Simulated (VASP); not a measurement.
# CdF2 (Fm-3m) in VASP: further runs

Runs on CdF2. Level: PBE. Tasks: single point.

Everything below comes from runs of VASP 6.6.1. Logs are shortened: lines on timing, memory, paths and dates and some standing lists are left out, and cuts for length are marked.

### Step 1. The cell of the first run

It takes space group Fm-3m (No. 225, cubic). The conventional cell has a = 5.171 Å, b = 5.171 Å, c = 5.171 Å, α = 90.00°, β = 90.00°, γ = 90.00°. Within 3.0 Å of Cd (site symmetry m-3m) lie 8 F at 2.24 Å. Within 3.0 Å of F (site symmetry -43m) lie 4 Cd at 2.24 Å and 6 F at 2.59 Å.

### Step 2. Single point, PBE (11.52 Å³/atom)

The input, INCAR:

```
PREC = Accurate
ENCUT = 520
EDIFF = 1E-6
ISMEAR = 0
SIGMA = 0.05
LREAL = False
LASPH = True
NELM = 60
ALGO = Normal
ISIF = 2
LWAVE = False
LCHARG = False
GGA = PE
NBANDS = 20
```

The input, KPOINTS:

```
regular mesh
0
Gamma
  8 8 8
```

The input, POSCAR:

```
CdF2
1.0
    0.0000000000      2.5855460288      2.5855460288
    2.5855460288      0.0000000000      2.5855460288
    2.5855460288      2.5855460288      0.0000000000
Cd F
1 2
Direct
    0.0000000000      0.0000000000      0.0000000000
    0.2500000000      0.2500000000      0.2500000000
    0.7500000000      0.7500000000      0.7500000000
```

Potentials or basis: VASP PAW PBE potentials, release 64 (Cd, F).

On the command line:

```bash
$ cat potpaw_PBE.64/Cd/POTCAR potpaw_PBE.64/F/POTCAR > POTCAR
$ mpirun -np 1 vasp_std > vasp.out
```

OUTCAR:

```text
PREC = Accurate
   ENCUT = 520
   EDIFF = 1E-6
   ISMEAR = 0
   LREAL = False
   LASPH = True
   NELM = 60
   ISIF = 2
   GGA = PE

 ion  position               nearest neighbor table
   1  0.000  0.000  0.000-   3 2.24   3 2.24   3 2.24   2 2.24   3 2.24   2 2.24   2 2.24   2 2.24

   2  0.250  0.250  0.250-   1 2.24   1 2.24   1 2.24   1 2.24
   3  0.750  0.750  0.750-   1 2.24   1 2.24   1 2.24   1 2.24

  LATTYP: Found a face centered cubic cell.
 ALAT       =     5.1710920576

  Lattice vectors:

 A1 = (   0.0000000000,   2.5855460288,   2.5855460288)
 A2 = (   2.5855460288,   0.0000000000,   2.5855460288)
 A3 = (   2.5855460288,   2.5855460288,   0.0000000000)

Analysis of symmetry for initial positions (statically):
=====================================================================
 Subroutine PRICEL returns:
 Original cell was already a primitive cell.

 Routine SETGRP: Setting up the symmetry group for a
 face centered cubic supercell.

 Subroutine GETGRP returns: Found 48 space group operations
 (whereof 48 operations were pure point group operations)
 out of a pool of 48 trial point group operations.

The static configuration has the point symmetry O_h .

Analysis of symmetry for dynamics (positions and initial velocities):
=====================================================================
 Subroutine PRICEL returns:
 Original cell was already a primitive cell.

 Routine SETGRP: Setting up the symmetry group for a
 face centered cubic supercell.

 Subroutine GETGRP returns: Found 48 space group operations
 (whereof 48 operations were pure point group operations)
 out of a pool of 48 trial point group operations.

The dynamic configuration has the point symmetry O_h .

 Subroutine INISYM returns: Found 48 space group operations
 (whereof 48 operations are pure point group operations),
 and found     1 'primitive' translations

----------------------------------------------------------------------------------------

                                     Primitive cell

  volume of cell :      34.5690

  direct lattice vectors                    reciprocal lattice vectors
     0.000000000  2.585546029  2.585546029    -0.193382749  0.193382749  0.193382749
     2.585546029  0.000000000  2.585546029     0.193382749 -0.193382749  0.193382749
     2.585546029  2.585546029  0.000000000     0.193382749  0.193382749 -0.193382749

  length of vectors
     3.656514260  3.656514260  3.656514260     0.334948747  0.334948747  0.334948747

  position of ions in fractional coordinates (direct lattice)
     0.000000000  0.000000000  0.000000000
     0.250000000  0.250000000  0.250000000
     0.750000000  0.750000000  0.750000000

  ion indices of the primitive-cell ions
   primitive index   ion index
                 1           1
                 2           2
                 3           3

----------------------------------------------------------------------------------------

 KPOINTS: regular mesh

Automatic generation of k-mesh.
 Grid dimensions read from file:
 generate k-points for:    8    8    8

 Generating k-lattice:

  Cartesian coordinates                     Fractional coordinates (reciprocal lattice)
    -0.024172844  0.024172844  0.024172844     0.125000000  0.000000000  0.000000000
     0.024172844 -0.024172844  0.024172844     0.000000000  0.125000000  0.000000000
     0.024172844  0.024172844 -0.024172844     0.000000000  0.000000000  0.125000000

  Length of vectors
     0.041868593  0.041868593  0.041868593

  Shift w.r.t. Gamma in fractional coordinates (k-lattice)
     0.000000000  0.000000000  0.000000000

 Subroutine IBZKPT returns following result:
 ===========================================

 Found     29 irreducible k-points:

 Following reciprocal coordinates:
            Coordinates               Weight
  0.000000  0.000000  0.000000      1.000000
  0.125000  0.000000  0.000000      8.000000
  0.250000  0.000000  0.000000      8.000000
  0.375000  0.000000  0.000000      8.000000
  0.500000  0.000000  0.000000      4.000000
  0.125000  0.125000  0.000000      6.000000
[... 16 lines left out ...]
  0.500000  0.250000  0.125000     48.000000
 -0.375000  0.250000  0.125000     24.000000
 [... further k-points ...]
   k-points           NKPTS =     29   k-points in BZ     NKDIM =     29   number of bands    NBANDS=     20
   number of dos      NEDOS =    301   number of ions     NIONS =      3
   total plane-waves  NPLWV =  21952
   dimension x,y,z NGX =    28 NGY =   28 NGZ =   28
   dimension x,y,z NGXF=    56 NGYF=   56 NGZF=   56
   ions per type =               1   2
   NGX,Y,Z   is equivalent  to a cutoff of  12.73, 12.73, 12.73 a.u.
   NGXF,Y,Z  is equivalent  to a cutoff of  25.46, 25.46, 25.46 a.u.
 SYSTEM =  unknown system
   PREC   = accura    normal or accurate (medium, high low for compatibility)
   ISTART =      0    job   : 0-new  1-cont  2-samecut
   ICHARG =      2    charge: 1-file 2-atom 10-const
   ISPIN  =      1    spin polarized calculation?
   LNONCOLLINEAR =      F non collinear calculations
   LSORBIT =      F    spin-orbit coupling
   LASPH  =      T    aspherical Exc in radial PAW
   ENCUT  =  520.0 eV  38.22 Ry    6.18 a.u.   6.80  6.80  6.80*2*pi/ulx,y,z
   NELM   =     60;   NELMIN=  2; NELMDL= -5     # of ELM steps
   EDIFF  = 0.1E-05   stopping-criterion for ELM
   LREAL  =      F    real-space projection
   EDIFFG = 0.1E-04   stopping-criterion for IOM
   NSW    =      0    number of steps for IOM
   IBRION =     -1    ionic relax: 0-MD 1-quasi-New 2-CG
   NFREE  =      0    steps in history (QN), initial steepest desc. (CG)
   ISIF   =      2    stress and relaxation
   ISYM   =      2    0-nonsym 1-usesym 2-fastsym
   POTIM  = 0.5000    time-step for ionic-motion
   TEBEG  =    0.0;   TEEND  =   0.0 temperature during run
   PSTRESS=    0.0 pullay stress
   NELECT =      26.0000    total number of electrons
   NUPDOWN=      -1.0000    fix difference up-down
   EMIN   =  10.00;   EMAX   =-10.00  energy-range for DOS
   EFERMI =   0.00;   METHOD = LEGACY
   ISMEAR =     0;   SIGMA  =   0.05  broadening in eV -4-tet -1-fermi 0-gaus
   EFERMI_NEDOS =   21; number of points for ismear=-14 and -15
   IALGO  =     38    algorithm
   IMIX   =      4    mixing-type and parameters
     AMIX     =   0.40;   BMIX     =  1.00
     AMIX_MAG =   1.60;   BMIX_MAG =  1.00
  volume/ion in A,a.u.               =      11.52        77.76
  Fermi-wavevector in a.u.,A,eV,Ry     =   1.488802  2.813428 30.157749  2.216532
  Thomas-Fermi vector in A             =   2.601791
   LORBIT       =      0    0 simple, 1 ext, 2 COOP (PROOUT), +10 PAW based schemes
   GGA     = PE    functional components
   LHFCALC =     F    Hartree Fock is set to
   AEXX    =    0.0000 exact exchange contribution
   IVDW    =     0    specifies the selected vdW correction
   LEPSILON=     F    determine dielectric tensor
   LRPA    =     F    only Hartree local field effects (RPA)
 non-spin polarized calculation
 Gauss-broadening in eV      SIGMA  =   0.05
  energy-cutoff  :      520.00
  volume of cell :       34.57
 maximum number of plane-waves:       950
   NGX = 13   NGY = 13   NGZ = 13

 number of electron      26.0000006 magnetization

 Free energy of the ion-electron system (eV)
  ---------------------------------------------------
  ext. energy  EPLUGINS =         0.00000000
  ---------------------------------------------------
  free energy    TOTEN  =       -10.41810384 eV

  energy without entropy =      -10.41810384  energy(sigma->0) =      -10.41810384

 E-fermi :  -0.0607     XC(G=0): -11.1009

 val. band max:       -0.2740298733   @ k =  -0.2500   0.5000   0.2500
 cond. band min:       3.2368305997   @ k =   0.0000   0.0000   0.0000
 fundamental gap:      3.5108604730
 Fermi energy:        -0.0607310762

 k-point     1 :       0.0000    0.0000    0.0000
  band No.  band energies     occupation
      1     -21.8694      2.00000
      2     -20.3701      2.00000
      3      -6.4194      2.00000
      4      -6.4194      2.00000
      5      -6.4194      2.00000
      6      -4.5952      2.00000
[... 12 lines left out ...]
     19      20.5062      0.00000
     20      20.5062      0.00000

 k-point     2 :       0.1250    0.0000    0.0000
  band No.  band energies     occupation
      1     -21.8023      2.00000
      2     -20.4324      2.00000
      3      -6.3409      2.00000
      4      -6.3409      2.00000
      5      -6.1988      2.00000
      6      -4.6304      2.00000
[... 12 lines left out ...]
     19      20.1381      0.00000
     20      20.1381      0.00000

 k-point     3 :       0.2500    0.0000    0.0000
  band No.  band energies     occupation
      1     -21.6202      2.00000
      2     -20.6003      2.00000
      3      -6.1549      2.00000
      4      -6.1549      2.00000
      5      -5.5971      2.00000
      6      -4.6683      2.00000
[... 12 lines left out ...]
     19      19.4862      0.00000
     20      20.6678      0.00000

 k-point     4 :       0.3750    0.0000    0.0000
  band No.  band energies     occupation
      1     -21.3721      2.00000
      2     -20.8278      2.00000
      3      -5.9930      2.00000
      4      -5.9930      2.00000
      5      -4.7882      2.00000
      6      -4.5913      2.00000
[... 12 lines left out ...]
     19      18.9790      0.00000
     20      20.0492      0.00000

 k-point     5 :       0.5000    0.0000    0.0000
  band No.  band energies     occupation
      1     -21.1542      2.00000
      2     -21.0345      2.00000
      3      -5.9409      2.00000
      4      -5.9409      2.00000
      5      -4.4972      2.00000
      6      -4.4972      2.00000
[... 12 lines left out ...]
     19      18.7764      0.00000
     20      19.6125      0.00000
[... 353 lines left out ...]
      6      -4.4291      2.00000
[... 12 lines left out ...]
     19      20.4489      0.00000
     20      21.7258      0.00000

 k-point    22 :       0.3750    0.2500    0.1250
  band No.  band energies     occupation
      1     -21.4909      2.00000
      2     -20.7050      2.00000
      3      -6.0107      2.00000
      4      -5.9115      2.00000
      5      -5.1666      2.00000
      6      -5.1250      2.00000
[... 12 lines left out ...]
     19      20.1144      0.00000
     20      22.9804      0.00000

 k-point    23 :       0.5000    0.2500    0.1250
  band No.  band energies     occupation
      1     -21.2900      2.00000
      2     -20.8788      2.00000
      3      -5.9068      2.00000
      4      -5.6930      2.00000
      5      -5.1078      2.00000
      6      -4.6400      2.00000
[... 12 lines left out ...]
     19      19.5632      0.00000
     20      22.7958      0.00000

 k-point    24 :      -0.3750    0.2500    0.1250
  band No.  band energies     occupation
      1     -21.1084      2.00000
      2     -21.0482      2.00000
      3      -5.8717      2.00000
      4      -5.6406      2.00000
      5      -4.8674      2.00000
      6      -4.7064      2.00000
[... 12 lines left out ...]
     19      19.3202      0.00000
     20      22.9709      0.00000

 [... further k-points ...]

------------------------ aborting loop because EDIFF is reached ----------------------------------------

  FORCE on cell =-STRESS in cart. coord.  units (eV):
  Direction    XX          YY          ZZ          XY          YZ          ZX
  --------------------------------------------------------------------------------------
  -------------------------------------------------------------------------------------
  Total        5.7128554      5.7128554      5.7128554      0.0000000     -0.0000000      0.0000000
  in kB      264.7750144    264.7750144    264.7750144      0.0000000     -0.0000000      0.0000000
  external PRESSURE =     264.7750144 kB  Pullay stress =       0.0000000 kB

 VOLUME and BASIS-vectors are now :
 -----------------------------------------------------------------------------
  energy-cutoff  :      520.00
  volume of cell :       34.57
      direct lattice vectors                 reciprocal lattice vectors
     0.000000000  2.585546029  2.585546029    -0.193382749  0.193382749  0.193382749
     2.585546029  0.000000000  2.585546029     0.193382749 -0.193382749  0.193382749
     2.585546029  2.585546029  0.000000000     0.193382749  0.193382749 -0.193382749

 POSITION                                       TOTAL-FORCE (eV/Angst)
 -----------------------------------------------------------------------------------
      0.00000      0.00000      0.00000        -0.000000      0.000000      0.000000
      1.29277      1.29277      1.29277        -0.000000     -0.000000     -0.000000
      3.87832      3.87832      3.87832         0.000000      0.000000      0.000000
 -----------------------------------------------------------------------------------
    total drift:                                0.000000      0.000000      0.000000

  FREE ENERGIE OF THE ION-ELECTRON SYSTEM (eV)
  ---------------------------------------------------
  free  energy   TOTEN  =       -10.4181038437 eV

  energy  without entropy=      -10.4181038437  energy(sigma->0) =      -10.41810384
```

Wall time 19 s (1 thread of AMD EPYC 7R13, shared host); peak memory 0.13 GiB.

Results:

- Free energy: -10.4181 eV
- Pressure: 26.5 GPa
- Band gap on the k mesh: 3.51 eV (least direct gap 3.83 eV)

Caveat: the cell stands under pressure. A k mesh can miss the band edges.

### Step 3. Single point, PBE (12.25 Å³/atom)

This run uses another cell than the first one, of 12.25 Å³/atom.

The input, INCAR:

```
SYSTEM = CdF2
  PREC = Accurate
  ENCUT = 520
  EDIFF = 1E-6
  ISMEAR = 0
  SIGMA = 0.05
  LREAL = .FALSE.
  LASPH = .TRUE.
  NELM = 100
  ALGO = Normal
  ISIF = 2
  LWAVE = .FALSE.
  LCHARG = .TRUE.
  GGA = PE
  LELF = .TRUE.
  LVHAR = .TRUE.
  NBANDS = 20
```

The input, KPOINTS:

```
Automatic mesh
0
G
  8 8 8
  0 0 0
```

The input, POSCAR:

```
CdF2
1.0
    0.0000000000      2.6391750177      2.6391750177
    2.6391750177      0.0000000000      2.6391750177
    2.6391750177      2.6391750177      0.0000000000
Cd F
1 2
Direct
    0.0000000000      0.0000000000      0.0000000000
    0.2500000000      0.2500000000      0.2500000000
    0.7500000000      0.7500000000      0.7500000000
```

Potentials or basis: VASP PAW PBE potentials, release 64 (Cd, F).

On the command line:

```bash
$ cat potpaw_PBE.64/Cd/POTCAR potpaw_PBE.64/F/POTCAR > POTCAR
$ mpirun -np 1 vasp_std > vasp.out
```

Wall time 22 s (1 thread of AMD EPYC 7R13, shared host); peak memory 0.14 GiB.

It converged, with:

- Free energy: -10.7032 eV
- Pressure: 15.0 GPa
- Band gap on the k mesh: 3.29 eV (least direct gap 3.70 eV)

Levels at points of the mesh, in eV from the valence-band top:
```tsv
k point	band 10	band 11	band 12	band 13	band 14	band 15	band 16	band 17
(0.00, 0.00, 0.00)	-1.14	-0.41	-0.41	-0.41	3.29	12.99	12.99	12.99
(0.50, 0.00, 0.00)	-2.09	-2.09	-0.35	-0.35	7.65	9.36	15.05	15.05
(0.50, 0.50, 0.00)	-3.15	-0.62	-0.10	-0.10	8.51	10.00	12.04	14.85
```

Caveat: the cell stands under pressure.

(Continued in part 2 of 2.)
